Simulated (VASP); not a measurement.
# KTaO3 (R-3m) in VASP: a series of runs, part 2 of 2

VASP 6.6.1. Earlier steps stand in the parts before.

## (3) Single point, PBE

This run uses another cell than the first one, of the same volume but with other edges.

The input, INCAR:

```
ALGO = Normal
EDIFF = 1E-7
ENCUT = 520
GGA = PE
ISIF = 2
ISMEAR = 0
LASPH = True
LCHARG = True
LELF = True
LREAL = False
LVHAR = True
LWAVE = False
NBANDS = 27
NELM = 80
PREC = Accurate
SIGMA = 0.05
```

The input, KPOINTS:

```
k-points
0
Gamma
  8 8 8
```

The input, POSCAR:

```
KTaO3
1.0
    4.0384657601     -0.4321605426     -0.4321605426
   -0.4321605426      4.0384657601     -0.4321605426
   -0.4321605426     -0.4321605426      4.0384657601
K Ta O
1 1 3
Direct
    0.5000000000      0.5000000000      0.5000000000
    0.0000000000      0.0000000000      0.0000000000
    0.5000000000      0.0000000000      0.0000000000
    0.0000000000      0.5000000000      0.0000000000
    0.0000000000      0.0000000000      0.5000000000
```

Potentials or basis: VASP PAW PBE potentials, release 64 (K_sv, Ta_pv, O).

Command:

```bash
$ cat potpaw_PBE.64/K_sv/POTCAR potpaw_PBE.64/Ta_pv/POTCAR potpaw_PBE.64/O/POTCAR > POTCAR
$ mpirun -np 1 vasp_std > vasp.out
```

OUTCAR:

```text
EDIFF = 1E-7
   ENCUT = 520
   GGA = PE
   ISIF = 2
   ISMEAR = 0
   LASPH = True
   LREAL = False
   NELM = 80
   PREC = Accurate

 ion  position               nearest neighbor table
   1  0.500  0.500  0.500-   3 2.59   4 2.59   5 2.59   3 2.59   4 2.59   5 2.59   2 2.75   2 2.75

   2  0.000  0.000  0.000-   3 2.04   4 2.04   5 2.04   5 2.04   4 2.04   3 2.04   1 2.75   1 2.75

   3  0.500  0.000  0.000-   2 2.04   2 2.04   1 2.59   1 2.59
   4  0.000  0.500  0.000-   2 2.04   2 2.04   1 2.59   1 2.59
   5  0.000  0.000  0.500-   2 2.04   2 2.04   1 2.59   1 2.59

  LATTYP: Found a trigonal (rhomboedric) cell.
 ALAT       =     4.0844499219
 COS(alpha) =    -0.1980352222

  Lattice vectors:

 A1 = (   4.0384657601,  -0.4321605426,  -0.4321605426)
 A2 = (  -0.4321605426,   4.0384657601,  -0.4321605426)
 A3 = (  -0.4321605426,  -0.4321605426,   4.0384657601)

Analysis of symmetry for initial positions (statically):
=====================================================================
 Subroutine PRICEL returns:
 Original cell was already a primitive cell.

 Routine SETGRP: Setting up the symmetry group for a
 trigonal (rhombohedral) supercell.

 Subroutine GETGRP returns: Found 12 space group operations
 (whereof 12 operations were pure point group operations)
 out of a pool of 12 trial point group operations.

The static configuration has the point symmetry D_3d.

Analysis of symmetry for dynamics (positions and initial velocities):
=====================================================================
 Subroutine PRICEL returns:
 Original cell was already a primitive cell.

 Routine SETGRP: Setting up the symmetry group for a
 trigonal (rhombohedral) supercell.

 Subroutine GETGRP returns: Found 12 space group operations
 (whereof 12 operations were pure point group operations)
 out of a pool of 12 trial point group operations.

The dynamic configuration has the point symmetry D_3d.

 Subroutine INISYM returns: Found 12 space group operations
 (whereof 12 operations are pure point group operations),
 and found     1 'primitive' translations

----------------------------------------------------------------------------------------

                                     Primitive cell

  volume of cell :      63.4400

  direct lattice vectors                    reciprocal lattice vectors
     4.038465760 -0.432160543 -0.432160543     0.254136704  0.030454398  0.030454398
    -0.432160543  4.038465760 -0.432160543     0.030454398  0.254136704  0.030454398
    -0.432160543 -0.432160543  4.038465760     0.030454398  0.030454398  0.254136704

  length of vectors
     4.084449922  4.084449922  4.084449922     0.257760364  0.257760364  0.257760364

  position of ions in fractional coordinates (direct lattice)
     0.500000000  0.500000000  0.500000000
     0.000000000  0.000000000  0.000000000
     0.500000000  1.000000000  0.000000000
     1.000000000  0.500000000  0.000000000
     1.000000000  1.000000000  0.500000000

  ion indices of the primitive-cell ions
   primitive index   ion index
                 1           1
                 2           2
                 3           3
                 4           4
[... 25 lines left out ...]

 Found     65 irreducible k-points:

 Following reciprocal coordinates:
            Coordinates               Weight
  0.000000  0.000000  0.000000      1.000000
  0.125000  0.000000  0.000000      6.000000
  0.250000  0.000000  0.000000      6.000000
  0.375000  0.000000  0.000000      6.000000
  0.500000  0.000000  0.000000      3.000000
  0.125000  0.125000  0.000000      6.000000
[... 16 lines left out ...]
  0.250000  0.125000  0.125000      6.000000
  0.375000  0.125000  0.125000      6.000000
 [... further k-points ...]
   k-points           NKPTS =     65   k-points in BZ     NKDIM =     65   number of bands    NBANDS=     27
   number of dos      NEDOS =    301   number of ions     NIONS =      5
   total plane-waves  NPLWV =  27000
   dimension x,y,z NGX =    30 NGY =   30 NGZ =   30
   dimension x,y,z NGXF=    60 NGYF=   60 NGZF=   60
   ions per type =               1   1   3
   NGX,Y,Z   is equivalent  to a cutoff of  12.21, 12.21, 12.21 a.u.
   NGXF,Y,Z  is equivalent  to a cutoff of  24.42, 24.42, 24.42 a.u.
 SYSTEM =  unknown system
   PREC   = accura    normal or accurate (medium, high low for compatibility)
   ISTART =      0    job   : 0-new  1-cont  2-samecut
   ICHARG =      2    charge: 1-file 2-atom 10-const
   ISPIN  =      1    spin polarized calculation?
   LNONCOLLINEAR =      F non collinear calculations
   LSORBIT =      F    spin-orbit coupling
   LASPH  =      T    aspherical Exc in radial PAW
   ENCUT  =  520.0 eV  38.22 Ry    6.18 a.u.   7.59  7.59  7.59*2*pi/ulx,y,z
   NELM   =     80;   NELMIN=  2; NELMDL= -5     # of ELM steps
   EDIFF  = 0.1E-06   stopping-criterion for ELM
   LREAL  =      F    real-space projection
   EDIFFG = 0.1E-05   stopping-criterion for IOM
   NSW    =      0    number of steps for IOM
   IBRION =     -1    ionic relax: 0-MD 1-quasi-New 2-CG
   NFREE  =      0    steps in history (QN), initial steepest desc. (CG)
   ISIF   =      2    stress and relaxation
   ISYM   =      2    0-nonsym 1-usesym 2-fastsym
   POTIM  = 0.5000    time-step for ionic-motion
   TEBEG  =    0.0;   TEEND  =   0.0 temperature during run
   PSTRESS=    0.0 pullay stress
   NELECT =      38.0000    total number of electrons
   NUPDOWN=      -1.0000    fix difference up-down
   EMIN   =  10.00;   EMAX   =-10.00  energy-range for DOS
   EFERMI =   0.00;   METHOD = LEGACY
   ISMEAR =     0;   SIGMA  =   0.05  broadening in eV -4-tet -1-fermi 0-gaus
   EFERMI_NEDOS =   21; number of points for ismear=-14 and -15
   IALGO  =     38    algorithm
   IMIX   =      4    mixing-type and parameters
     AMIX     =   0.40;   BMIX     =  1.00
     AMIX_MAG =   1.60;   BMIX_MAG =  1.00
  volume/ion in A,a.u.               =      12.69        85.62
  Fermi-wavevector in a.u.,A,eV,Ry     =   1.380008  2.607837 25.911228  1.904422
  Thomas-Fermi vector in A             =   2.504925
   LORBIT       =      0    0 simple, 1 ext, 2 COOP (PROOUT), +10 PAW based schemes
   GGA     = PE    functional components
   LHFCALC =     F    Hartree Fock is set to
   AEXX    =    0.0000 exact exchange contribution
   IVDW    =     0    specifies the selected vdW correction
   LEPSILON=     F    determine dielectric tensor
   LRPA    =     F    only Hartree local field effects (RPA)
 non-spin polarized calculation
 Gauss-broadening in eV      SIGMA  =   0.05
  energy-cutoff  :      520.00
  volume of cell :       63.44
 maximum number of plane-waves:      1728
   NGX = 15   NGY = 15   NGZ = 15

 number of electron      38.0000019 magnetization

 Free energy of the ion-electron system (eV)
  ---------------------------------------------------
  ext. energy  EPLUGINS =         0.00000000
  ---------------------------------------------------
  free energy    TOTEN  =       -37.94501650 eV

  energy without entropy =      -37.94501449  energy(sigma->0) =      -37.94501549

 E-fermi :   2.6693     XC(G=0): -10.8635

 val. band max:        2.5692109376   @ k =   0.5000   0.5000   0.5000
 cond. band min:       2.7694291997   @ k =   0.0000   0.0000   0.0000
 fundamental gap:      0.2002182620
 Fermi energy:         2.6693335523

 k-point     1 :       0.0000    0.0000    0.0000
  band No.  band energies     occupation
      1     -32.8839      2.00000
      2     -32.4634      2.00000
      3     -32.4634      2.00000
      4     -26.0639      2.00000
      5     -15.5162      2.00000
      6     -14.5311      2.00000
[... 709 lines left out ...]
     26      10.8537      0.00000
     27      11.5458      0.00000

 [... further k-points ...]

------------------------ aborting loop because EDIFF is reached ----------------------------------------

  FORCE on cell =-STRESS in cart. coord.  units (eV):
  Direction    XX          YY          ZZ          XY          YZ          ZX
  --------------------------------------------------------------------------------------
  -------------------------------------------------------------------------------------
  Total        1.9312181      1.9312181      1.9312181      8.9012450      8.9012450      8.9012450
  in kB       48.7728853     48.7728853     48.7728853    224.8008147    224.8008147    224.8008147
  external PRESSURE =      48.7728853 kB  Pullay stress =       0.0000000 kB

 VOLUME and BASIS-vectors are now :
 -----------------------------------------------------------------------------
  energy-cutoff  :      520.00
  volume of cell :       63.44
      direct lattice vectors                 reciprocal lattice vectors
     4.038465760 -0.432160543 -0.432160543     0.254136704  0.030454398  0.030454398
    -0.432160543  4.038465760 -0.432160543     0.030454398  0.254136704  0.030454398
    -0.432160543 -0.432160543  4.038465760     0.030454398  0.030454398  0.254136704

 POSITION                                       TOTAL-FORCE (eV/Angst)
 -----------------------------------------------------------------------------------
      1.58707      1.58707      1.58707        -0.000000     -0.000000      0.000000
      0.00000      0.00000      0.00000         0.000000      0.000000     -0.000000
      2.01923     -0.21608     -0.21608         0.000000     -0.000000     -0.000000
     -0.21608      2.01923     -0.21608         0.000000      0.000000      0.000000
     -0.21608     -0.21608      2.01923        -0.000000      0.000000      0.000000
 -----------------------------------------------------------------------------------
    total drift:                                0.000000     -0.000000      0.000000

  FREE ENERGIE OF THE ION-ELECTRON SYSTEM (eV)
  ---------------------------------------------------
  free  energy   TOTEN  =       -37.9450164963 eV

  energy  without entropy=      -37.9450144918  energy(sigma->0) =      -37.94501549
```

stdout:

```text
POSCAR found type information on POSCAR K TaO
 POSCAR found :  3 types and       5 ions
 scaLAPACK will be used
 LDA part: xc-table for (Slater+PW92), standard interpolation
 POSCAR, INCAR and KPOINTS ok, starting setup
 FFT: planning ... GRIDC
 FFT: planning ... GRID_SOFT
 FFT: planning ... GRID
 WAVECAR not read
 entering main loop
```

Run time: 67 s. Hardware: 1 thread of Intel Xeon 6975P-C (Granite Rapids), shared host; peak memory 0.24 GiB.

What came out:

```yaml
Free_energy: -37.9450 eV
Pressure: 4.9 GPa
Band_gap_on_the_k_mesh: 0.20 eV, indirect (least direct gap 0.43 eV)
```

Stress tensor (GPa, compression positive):
```
 4.88 22.48 22.48
22.48  4.88 22.48
22.48 22.48  4.88
```

Levels at points of the mesh, in eV from the valence-band top:
| k point | band 15 | band 16 | band 17 | band 18 | band 19 | band 20 | band 21 | band 22 | band 23 | band 24 |
| --- | --- | --- | --- | --- | --- | --- | --- | --- | --- | --- |
| (0.00, 0.00, 0.00) | -1.85 | -1.85 | -0.47 | -0.23 | -0.23 | 0.20 | 1.02 | 1.02 | 5.15 | 5.15 |
| (0.50, 0.00, 0.00) | -2.62 | -2.38 | -2.33 | -1.67 | -0.44 | 1.55 | 3.43 | 3.65 | 5.42 | 7.10 |
| (0.50, 0.50, 0.00) | -2.78 | -2.31 | -1.90 | -1.70 | -0.19 | 2.19 | 4.07 | 4.61 | 6.23 | 8.98 |
| (0.50, 0.50, 0.50) | -4.56 | -2.89 | -0.21 | -0.21 | 0.00 | 4.06 | 5.12 | 5.12 | 6.99 | 8.95 |

Caveat: spin-orbit coupling is left out, which moves the levels of the heavy elements. A k mesh can miss the band edges.

## (4) Single point, PBE

This run uses another cell than the first one, of the same volume but with other edges.

The input, INCAR:

```
SYSTEM = KTaO3
ALGO = Normal
EDIFF = 1E-7
ENCUT = 520
GGA = PE
ISIF = 2
ISMEAR = 0
LASPH = .TRUE.
LCHARG = .FALSE.
LREAL = .FALSE.
LWAVE = .FALSE.
NBANDS = 27
NELM = 100
PREC = Accurate
SIGMA = 0.05
```

The input, KPOINTS:

```
k-points
0
G
  8 8 8
  0 0 0
```

POSCAR, as its differences from that of step 3:

```diff
@@ -2,5 +2,5 @@
 1.0
-    4.0384657601     -0.4321605426     -0.4321605426
-   -0.4321605426      4.0384657601     -0.4321605426
-   -0.4321605426     -0.4321605426      4.0384657601
+    4.0427905192      0.4860833176      0.4860833176
+    0.4860833176      4.0427905192      0.4860833176
+    0.4860833176      0.4860833176      4.0427905192
 K Ta O
```

Command:

```bash
$ cat potpaw_PBE.64/K_sv/POTCAR potpaw_PBE.64/Ta_pv/POTCAR potpaw_PBE.64/O/POTCAR > POTCAR
$ mpirun -np 1 vasp_std > vasp.out
```

Wall time 65 s (1 thread of Intel Xeon 6975P-C (Granite Rapids), shared host); peak memory 0.24 GiB.

Results (log left out):

```
Free energy            : -37.7178 eV
Pressure               : 5.4 GPa
Band gap on the k mesh : 0.42 eV, indirect (least direct gap 0.53 eV)
```

Stress tensor (GPa, compression positive):
```
  5.42 -25.48 -25.48
-25.48   5.42 -25.48
-25.48 -25.48   5.42
```

Levels at points of the mesh, in eV from the valence-band top:
```csv
k point,band 15,band 16,band 17,band 18,band 19,band 20,band 21,band 22,band 23,band 24
"(0.00, 0.00, 0.00)",-2.15,-2.15,-0.77,-0.11,-0.11,0.42,0.42,0.57,4.79,4.79
"(0.50, 0.00, 0.00)",-2.75,-2.74,-2.38,-2.19,-0.34,0.88,3.02,3.24,4.99,6.65
"(0.50, 0.50, 0.00)",-3.14,-2.70,-1.95,-1.75,-0.20,2.82,3.08,4.25,5.78,8.71
"(0.50, 0.50, 0.50)",-3.86,-3.86,-0.48,0.00,0.00,4.14,4.14,4.70,7.42,7.42
```

Caveat: spin-orbit coupling is left out, which moves the levels of the heavy elements. A k mesh can miss the band edges.

## (5) Summary

| cell | gap on the mesh (eV) | pressure (GPa) |
| --- | --- | --- |
| a = 4.477 Å, angles 60.0°, 5 atoms | none | 14.7 |
| a = 4.084 Å, angles 101.4°, 5 atoms | 0.20 | 4.9 |
| a = 4.101 Å, angles 75.7°, 5 atoms | 0.42 | 5.4 |

Alike in all rows: task single point; level PBE; potentials or basis VASP PAW PBE potentials, release 64 (K_sv, Ta_pv, O); no spin polarisation; k mesh 8 × 8 × 8; cutoff (eV) 520; smearing gaussian 0.05 eV.

Caveats: spin-orbit coupling is left out, which moves the levels of the heavy elements.

Absolute energies hang on the potentials; compare differences alone.
